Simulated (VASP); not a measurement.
# Si2Mo (I4/mmm) in VASP: further runs

Si2Mo is run at these levels: PBE; tasks: single point.

Everything below comes from runs of VASP 6.6.1. Logs are shortened: lines on timing, memory, paths and dates and some standing lists are left out, and cuts for length are marked.

## Step 1: The cell of the first run

Symmetry: I4/mmm, No. 139, tetragonal system. Conventional cell: a = 3.217 Å, b = 3.217 Å, c = 7.873 Å, α = 90.00°, β = 90.00°, γ = 90.00°. Within 3.4 Å of Si (site symmetry 4mm) lie 9 Si at 2.60 to 3.22 Å and 5 Mo at 2.62 to 2.64 Å. Mo (site symmetry 4/mmm) has 10 Si at 2.62 to 2.64 Å and 4 Mo at 3.22 Å within 3.5 Å.

## Step 2: Single point, PBE

Contents of INCAR:

```
PREC = Accurate ; ENCUT = 520
EDIFF = 1E-6 ; ISMEAR = 1
SIGMA = 0.1 ; LREAL = Auto
LASPH = T ; NELM = 60
ALGO = Normal ; ISIF = 2
LWAVE = F ; LCHARG = F
GGA = PE ; NBANDS = 156
```

Contents of KPOINTS:

```
Automatic mesh
0
Gamma
  2 2 2
```

Contents of POSCAR:

```
Si2Mo
1.0
   -3.2169367621      3.2169367621      7.8733419947
    3.2169367621     -3.2169367621      7.8733419947
    4.8254051432      4.8254051432    -11.8100129921
Si Mo
24 12
Direct
    0.3324631407      0.3324631407      0.0000000000
    0.1675368593      0.1675368593      0.0000000000
    0.3324631407      0.3324631407      0.3333333333
    0.1675368593      0.1675368593      0.3333333333
    0.3324631407      0.3324631407      0.6666666667
    0.1675368593      0.1675368593      0.6666666667
    0.3324631407      0.8324631407      0.0000000000
    0.1675368593      0.6675368593      0.0000000000
    0.3324631407      0.8324631407      0.3333333333
    0.1675368593      0.6675368593      0.3333333333
    0.3324631407      0.8324631407      0.6666666667
    0.1675368593      0.6675368593      0.6666666667
    0.8324631407      0.3324631407      0.0000000000
    0.6675368593      0.1675368593      0.0000000000
    0.8324631407      0.3324631407      0.3333333333
    0.6675368593      0.1675368593      0.3333333333
    0.8324631407      0.3324631407      0.6666666667
    0.6675368593      0.1675368593      0.6666666667
    0.8324631407      0.8324631407      0.0000000000
    0.6675368593      0.6675368593      0.0000000000
    0.8324631407      0.8324631407      0.3333333333
    0.6675368593      0.6675368593      0.3333333333
    0.8324631407      0.8324631407      0.6666666667
    0.6675368593      0.6675368593      0.6666666667
    0.0000000000      0.0000000000      0.0000000000
    0.0000000000      0.0000000000      0.3333333333
    0.0000000000      0.0000000000      0.6666666667
    0.0000000000      0.5000000000      0.0000000000
    0.0000000000      0.5000000000      0.3333333333
    0.0000000000      0.5000000000      0.6666666667
    0.5000000000      0.0000000000      0.0000000000
    0.5000000000      0.0000000000      0.3333333333
    0.5000000000      0.0000000000      0.6666666667
    0.5000000000      0.5000000000      0.0000000000
    0.5000000000      0.5000000000      0.3333333333
    0.5000000000      0.5000000000      0.6666666667
```

Potentials or basis: VASP PAW PBE potentials, release 64 (Si, Mo_sv).

On the command line:

```console
$ cat potpaw_PBE.64/Si/POTCAR potpaw_PBE.64/Mo_sv/POTCAR > POTCAR
$ mpirun -np 1 vasp_std > vasp.out
```

OUTCAR:

```text
PREC = Accurate
   ENCUT = 520
   EDIFF = 1E-6
   ISMEAR = 1
   LREAL = Auto
   LASPH = T
   NELM = 60
   ISIF = 2
   GGA = PE

 ion  position               nearest neighbor table
   1  0.332  0.332  0.000-   2 2.60  35 2.62  31 2.62  28 2.62  27 2.62  34 2.64   6 2.64  14 2.64
                             8 2.64  22 2.64
   2  0.168  0.168  0.000-   1 2.60  27 2.62  28 2.62  31 2.62  35 2.62  25 2.64   3 2.64  13 2.64
                             7 2.64  23 2.64
   3  0.332  0.332  0.333-   4 2.60  29 2.62  32 2.62  25 2.62  36 2.62  35 2.64   2 2.64  16 2.64
                            10 2.64  24 2.64
   4  0.168  0.168  0.333-   3 2.60  25 2.62  29 2.62  32 2.62  36 2.62  26 2.64  15 2.64   9 2.64
                            19 2.64   5 2.64
   5  0.332  0.332  0.667-   6 2.60  34 2.62  33 2.62  30 2.62  26 2.62  36 2.64  18 2.64  12 2.64
                            20 2.64   4 2.64
   6  0.168  0.168  0.667-   5 2.60  30 2.62  33 2.62  34 2.62  26 2.62  27 2.64   1 2.64  17 2.64
                            11 2.64  21 2.64
   7  0.332  0.832  0.000-   8 2.60  32 2.62  25 2.62  34 2.62  30 2.62  31 2.64  12 2.64  20 2.64
                             2 2.64  16 2.64
   8  0.168  0.668  0.000-   7 2.60  30 2.62  25 2.62  34 2.62  32 2.62  28 2.64   9 2.64  19 2.64
                             1 2.64  17 2.64
   9  0.332  0.832  0.333-  10 2.60  26 2.62  35 2.62  28 2.62  33 2.62  32 2.64   8 2.64  22 2.64
[... 41 lines left out ...]
  30  0.000  0.500  0.667-   8 2.62   6 2.62   5 2.62  23 2.62  24 2.62   7 2.62  16 2.62  15 2.62
                            12 2.64  17 2.64  25 3.22  34 3.22  26 3.22  35 3.22
  31  0.500  0.000  0.000-  11 2.62  16 2.62   1 2.62   2 2.62  19 2.62  20 2.62  15 2.62  12 2.62
                             7 2.64  14 2.64  26 3.22  35 3.22  36 3.22  27 3.22
  32  0.500  0.000  0.333-   7 2.62   4 2.62   3 2.62  21 2.62  22 2.62   8 2.62  17 2.62  18 2.62
                             9 2.64  16 2.64  34 3.22  25 3.22  27 3.22  36 3.22
  33  0.500  0.000  0.667-  14 2.62   6 2.62   5 2.62  23 2.62  24 2.62  13 2.62  10 2.62   9 2.62
                            11 2.64  18 2.64  25 3.22  34 3.22  35 3.22  26 3.22
  34  0.500  0.500  0.000-   5 2.62  22 2.62   8 2.62  13 2.62  14 2.62   7 2.62  21 2.62   6 2.62
                             1 2.64  20 2.64  29 3.22  32 3.22  33 3.22  30 3.22
  35  0.500  0.500  0.333-   1 2.62   9 2.62  10 2.62  15 2.62  16 2.62   2 2.62  23 2.62  24 2.62
                             3 2.64  22 2.64  31 3.22  28 3.22  30 3.22  33 3.22
  36  0.500  0.500  0.667-  20 2.62  12 2.62  17 2.62  18 2.62  11 2.62  19 2.62   4 2.62   3 2.62
                             5 2.64  24 2.64  28 3.22  31 3.22  32 3.22  29 3.22

  Warning from LATTYP: Got some problem with cell dimensions!
  Tried to take original basis but could not verify dimensions!
  LATTYP: Found a base centered monoclinic cell.
 ALAT       =    15.7466839894
 B/A-ratio  =     0.5778277638
 C/A-ratio  =     0.5003101739
 COS(beta)  =    -0.4996900184

  Lattice vectors:

 A1 = (   3.2169367621,  -3.2169367621,  -7.8733419947)
 A2 = (  -3.2169367621,   3.2169367621,  -7.8733419947)
 A3 = (   4.8254051432,   4.8254051432,   3.9366709973)

Analysis of symmetry for initial positions (statically):
=====================================================================
 Subroutine PRICEL returns following result:

  LATTYP: Found a body centered tetragonal cell.
 ALAT       =     3.2169367620
 C/A-ratio  =     2.4474655790

  Lattice vectors:

 A1 = (  -1.6084683811,   1.6084683811,   3.9366709973)
 A2 = (   1.6084683811,  -1.6084683811,   3.9366709973)
 A3 = (   1.6084683809,   1.6084683809,  -3.9366709970)

  12 primitive cells build up your supercell.

 Routine SETGRP: Setting up the symmetry group for a
 base centered monoclinic supercell.

 Subroutine GETGRP returns: Found  4 space group operations
 (whereof  4 operations were pure point group operations)
 out of a pool of  4 trial point group operations.

The static configuration has the point symmetry C_2h.

Analysis of symmetry for dynamics (positions and initial velocities):
=====================================================================
 Subroutine PRICEL returns following result:

  LATTYP: Found a body centered tetragonal cell.
 ALAT       =     3.2169367620
 C/A-ratio  =     2.4474655790

  Lattice vectors:

 A1 = (  -1.6084683811,   1.6084683811,   3.9366709973)
 A2 = (   1.6084683811,  -1.6084683811,   3.9366709973)
 A3 = (   1.6084683809,   1.6084683809,  -3.9366709970)

  12 primitive cells build up your supercell.

 Routine SETGRP: Setting up the symmetry group for a
 base centered monoclinic supercell.

[... 37 lines left out ...]
 KPOINTS: Automatic mesh

Automatic generation of k-mesh.
 Grid dimensions read from file:
 generate k-points for:    2    2    2

 Generating k-lattice:

  Cartesian coordinates                     Fractional coordinates (reciprocal lattice)
    -0.000000000  0.077713682  0.031752717     0.500000000 -0.000000000  0.000000000
     0.077713682 -0.000000000  0.031752717    -0.000000000  0.500000000  0.000000000
     0.051809121  0.051809121  0.000000000     0.000000000  0.000000000  0.500000000

  Length of vectors
     0.083950291  0.083950291  0.073269162

  Shift w.r.t. Gamma in fractional coordinates (k-lattice)
     0.000000000  0.000000000  0.000000000

 Subroutine IBZKPT returns following result:
 ===========================================

 Found      6 irreducible k-points:

 Following reciprocal coordinates:
            Coordinates               Weight
  0.000000  0.000000  0.000000      1.000000
  0.500000 -0.000000 -0.000000      2.000000
  0.500000  0.500000 -0.000000      1.000000
  0.000000  0.000000  0.500000      1.000000
  0.500000  0.000000  0.500000      2.000000
  0.500000  0.500000  0.500000      1.000000
   k-points           NKPTS =      6   k-points in BZ     NKDIM =      6   number of bands    NBANDS=    156
   number of dos      NEDOS =    301   number of ions     NIONS =     36
   total plane-waves  NPLWV = 529200
   dimension x,y,z NGX =    70 NGY =   70 NGZ =  108
   dimension x,y,z NGXF=   140 NGYF=  140 NGZF=  216
   ions per type =              24  12
   NGX,Y,Z   is equivalent  to a cutoff of  12.80, 12.80, 13.16 a.u.
   NGXF,Y,Z  is equivalent  to a cutoff of  25.60, 25.60, 26.33 a.u.
 SYSTEM =  unknown system
   PREC   = accura    normal or accurate (medium, high low for compatibility)
   ISTART =      0    job   : 0-new  1-cont  2-samecut
   ICHARG =      2    charge: 1-file 2-atom 10-const
   ISPIN  =      1    spin polarized calculation?
   LNONCOLLINEAR =      F non collinear calculations
   LSORBIT =      F    spin-orbit coupling
   LASPH  =      T    aspherical Exc in radial PAW
   ENCUT  =  520.0 eV  38.22 Ry    6.18 a.u.  16.91 16.91 25.36*2*pi/ulx,y,z
   NELM   =     60;   NELMIN=  2; NELMDL= -5     # of ELM steps
   EDIFF  = 0.1E-05   stopping-criterion for ELM
   LREAL  =      T    real-space projection
   EDIFFG = 0.1E-04   stopping-criterion for IOM
   NSW    =      0    number of steps for IOM
   IBRION =     -1    ionic relax: 0-MD 1-quasi-New 2-CG
   NFREE  =      0    steps in history (QN), initial steepest desc. (CG)
   ISIF   =      2    stress and relaxation
   ISYM   =      2    0-nonsym 1-usesym 2-fastsym
   POTIM  = 0.5000    time-step for ionic-motion
   TEBEG  =    0.0;   TEEND  =   0.0 temperature during run
   PSTRESS=    0.0 pullay stress
   NELECT =     264.0000    total number of electrons
   NUPDOWN=      -1.0000    fix difference up-down
   EMIN   =  10.00;   EMAX   =-10.00  energy-range for DOS
   EFERMI =   0.00;   METHOD = LEGACY
   ISMEAR =     1;   SIGMA  =   0.10  broadening in eV -4-tet -1-fermi 0-gaus
   EFERMI_NEDOS =   21; number of points for ismear=-14 and -15
   IALGO  =     38    algorithm
   IMIX   =      4    mixing-type and parameters
     AMIX     =   0.40;   BMIX     =  1.00
     AMIX_MAG =   1.60;   BMIX_MAG =  1.00
  volume/ion in A,a.u.               =      13.58        91.64
  Fermi-wavevector in a.u.,A,eV,Ry     =   1.333146  2.519280 24.181334  1.777278
  Thomas-Fermi vector in A             =   2.462027
   LORBIT       =      0    0 simple, 1 ext, 2 COOP (PROOUT), +10 PAW based schemes
   GGA     = PE    functional components
   LHFCALC =     F    Hartree Fock is set to
   AEXX    =    0.0000 exact exchange contribution
   IVDW    =     0    specifies the selected vdW correction
   LEPSILON=     F    determine dielectric tensor
   LRPA    =     F    only Hartree local field effects (RPA)
 non-spin polarized calculation
 Methfessel and Paxton  Order N= 1 SIGMA  =   0.10
  energy-cutoff  :      520.00
  volume of cell :      488.87
 maximum number of plane-waves:     13179
 NGX is ok and might be reduce to    70
   NGX = 33   NGY = 33   NGZ = 51

 number of electron     264.0000013 magnetization

 Free energy of the ion-electron system (eV)
  ---------------------------------------------------
  ext. energy  EPLUGINS =         0.00000000
  ---------------------------------------------------
  free energy    TOTEN  =      -279.15998604 eV

  energy without entropy =     -279.16667247  energy(sigma->0) =     -279.16221485

 E-fermi :  11.8528     XC(G=0): -12.3687

 val. band max:       11.7628673858   @ k =   0.5000   0.5000   0.5000
 cond. band min:      11.9524627816   @ k =   0.0000   0.0000   0.0000
 fundamental gap:      0.1895953958
 Fermi energy:        11.8528036105

 k-point     1 :       0.0000    0.0000    0.0000
  band No.  band energies     occupation
      1     -48.6755      2.00000
      2     -48.6666      2.00000
      3     -48.6666      2.00000
      4     -48.6584      2.00000
      5     -48.6584      2.00000
      6     -48.6584      2.00000
[... 871 lines left out ...]
    143      13.7860     -0.00000
    144      13.7860     -0.00000
 [bands above 144 left out]

------------------------ aborting loop because EDIFF is reached ----------------------------------------

  FORCE on cell =-STRESS in cart. coord.  units (eV):
  Direction    XX          YY          ZZ          XY          YZ          ZX
  --------------------------------------------------------------------------------------
  -------------------------------------------------------------------------------------
  Total        1.2865600      1.2865600     -0.3992241      0.1747235      0.2437772      0.2437772
  in kB        4.2164331      4.2164331     -1.3083739      0.5726199      0.7989292      0.7989290
  external PRESSURE =       2.3748308 kB  Pullay stress =       0.0000000 kB

 VOLUME and BASIS-vectors are now :
 -----------------------------------------------------------------------------
  energy-cutoff  :      520.00
  volume of cell :      488.87
      direct lattice vectors                 reciprocal lattice vectors
    -3.216936762  3.216936762  7.873341995    -0.000000000  0.155427364  0.063505434
     3.216936762 -3.216936762  7.873341995     0.155427364 -0.000000000  0.063505434
     4.825405143  4.825405143-11.810012992     0.103618242  0.103618242  0.000000000

 POSITION                                       TOTAL-FORCE (eV/Angst)
 -----------------------------------------------------------------------------------
      0.00000      0.00000      5.23519        -0.005857     -0.005857     -0.002299
      0.00000      0.00000      2.63815         0.005857      0.005857      0.002299
      1.60847      1.60847      1.29852        -0.005857     -0.005857     -0.002299
      1.60847      1.60847     -1.29852         0.005857      0.005857      0.002299
      3.21694      3.21694     -2.63815        -0.005857     -0.005857     -0.002299
      3.21694      3.21694     -5.23519         0.005857      0.005857      0.002299
[... 28 lines left out ...]
      1.60847      1.60847      3.93667         0.000000     -0.000000      0.000000
      3.21694      3.21694     -0.00000         0.000000     -0.000000      0.000000
 -----------------------------------------------------------------------------------
    total drift:                               -0.000000     -0.000000      0.000000

  FREE ENERGIE OF THE ION-ELECTRON SYSTEM (eV)
  ---------------------------------------------------
  free  energy   TOTEN  =      -279.1599860364 eV

  energy  without entropy=     -279.1666724745  energy(sigma->0) =     -279.16221485
```

It took 27 min on 1 thread of Intel Xeon Platinum 8375C at 2.90GHz (Ice Lake), shared host; peak memory 1 GiB.

Results:

```yaml
Free_energy: -279.1600 eV
Pressure: 0.2 GPa
Largest_force: 0.009 eV/Å
Band_gap_on_the_k_mesh: zero (bands 132 and 133 overlap by 0.36 eV)
```

Forces on the atoms (eV/Å):
```
Si  -0.006 -0.006 -0.002
Si   0.006  0.006  0.002
Si  -0.006 -0.006 -0.002
Si   0.006  0.006  0.002
Si  -0.006 -0.006 -0.002
Si   0.006  0.006  0.002
Si  -0.006 -0.006 -0.002
Si   0.006  0.006  0.002
Si  -0.006 -0.006 -0.002
Si   0.006  0.006  0.002
Si  -0.006 -0.006 -0.002
Si   0.006  0.006  0.002
Si  -0.006 -0.006 -0.002
Si   0.006  0.006  0.002
Si  -0.006 -0.006 -0.002
Si   0.006  0.006  0.002
Si  -0.006 -0.006 -0.002
Si   0.006  0.006  0.002
Si  -0.006 -0.006 -0.002
Si   0.006  0.006  0.002
Si  -0.006 -0.006 -0.002
Si   0.006  0.006  0.002
Si  -0.006 -0.006 -0.002
Si   0.006  0.006  0.002
Mo   0.000  0.000  0.000
Mo   0.000  0.000  0.000
Mo   0.000  0.000  0.000
Mo   0.000  0.000  0.000
Mo   0.000  0.000  0.000
Mo   0.000  0.000  0.000
Mo   0.000  0.000  0.000
Mo   0.000  0.000  0.000
Mo   0.000  0.000  0.000
Mo   0.000  0.000  0.000
Mo   0.000  0.000  0.000
Mo   0.000  0.000  0.000
```

Levels at points of the mesh, in eV from the Fermi level:
```
           k point  band 129  band 130  band 131  band 132  band 133  band 134  band 135  band 136
(0.00, 0.00, 0.00)     -0.46     -0.28     -0.28      0.10      0.10      0.57      1.53      1.53
(0.50, 0.00, 0.00)     -0.86     -0.86     -0.47     -0.47      0.72      0.72      0.93      0.93
(0.50, 0.50, 0.00)     -0.35     -0.35     -0.09     -0.09      0.63      0.63      1.69      1.69
(0.00, 0.00, 0.50)     -0.35     -0.28     -0.28     -0.27     -0.26      0.70      1.16      1.16
(0.50, 0.00, 0.50)     -0.41     -0.41     -0.32     -0.32      0.93      0.93      1.28      1.28
(0.50, 0.50, 0.50)     -0.61     -0.61     -0.09     -0.09      0.52      0.52      0.63      0.63
```

Caveat: the k points lie up to 0.46 Å⁻¹ apart.

## Step 3: Single point, PBE

Contents of INCAR:

```
SYSTEM = Si2Mo
PREC = Accurate
ENCUT = 520
EDIFF = 1E-6
ISMEAR = 1
SIGMA = 0.1
LREAL = Auto
LASPH = .TRUE.
NELM = 60
ALGO = Normal
ISIF = 2
LWAVE = .FALSE.
LCHARG = .FALSE.
GGA = PE
NBANDS = 156
```

Contents of KPOINTS:

```
Automatic mesh
0
G
  1 1 1
  0 0 0
```

POSCAR is that of step 2.

Potentials or basis: VASP PAW PBE potentials, release 64 (Si, Mo_sv).

On the command line:

```console
$ cat potpaw_PBE.64/Si/POTCAR potpaw_PBE.64/Mo_sv/POTCAR > POTCAR
$ mpirun -np 1 vasp_gam > vasp.out
```

Run time: 5.9 min. Hardware: 1 thread of Intel Xeon Platinum 8488C (Sapphire Rapids), shared host; peak memory 0.85 GiB.

Results (log left out):

```
Free energy            : -281.7170 eV
Pressure               : 0.1 GPa
Largest force          : 0.166 eV/Å
Band gap on the k mesh : zero (filled and empty bands touch)
```

Forces on the atoms (eV/Å):
```
Si   0.090  0.090 -0.106
Si  -0.090 -0.090  0.106
Si   0.090  0.090 -0.106
Si  -0.090 -0.090  0.106
Si   0.090  0.090 -0.106
Si  -0.090 -0.090  0.106
Si   0.090  0.090 -0.106
Si  -0.090 -0.090  0.106
Si   0.090  0.090 -0.106
Si  -0.090 -0.090  0.106
Si   0.090  0.090 -0.106
Si  -0.090 -0.090  0.106
Si   0.090  0.090 -0.106
Si  -0.090 -0.090  0.106
Si   0.090  0.090 -0.106
Si  -0.090 -0.090  0.106
Si   0.090  0.090 -0.106
Si  -0.090 -0.090  0.106
Si   0.090  0.090 -0.106
Si  -0.090 -0.090  0.106
Si   0.090  0.090 -0.106
Si  -0.090 -0.090  0.106
Si   0.090  0.090 -0.106
Si  -0.090 -0.090  0.106
Mo   0.000  0.000  0.000
Mo   0.000  0.000  0.000
Mo   0.000  0.000  0.000
Mo   0.000  0.000  0.000
Mo   0.000  0.000  0.000
Mo   0.000  0.000  0.000
Mo   0.000  0.000  0.000
Mo   0.000  0.000  0.000
Mo   0.000  0.000  0.000
Mo   0.000  0.000  0.000
Mo   0.000  0.000  0.000
Mo   0.000  0.000  0.000
```

Stress tensor (GPa, compression positive):
```
-0.43  8.97 -1.16
 8.97 -0.43 -1.16
-1.16 -1.16  1.12
```

Levels at points of the mesh, in eV from the Fermi level:
```tsv
k point	band 128	band 129	band 130	band 131	band 132	band 133	band 134	band 135
(0.00, 0.00, 0.00)	-0.51	-0.51	-0.34	-0.34	0.00	0.00	0.49	1.41
```

Caveat: the k points lie up to 0.92 Å⁻¹ apart.
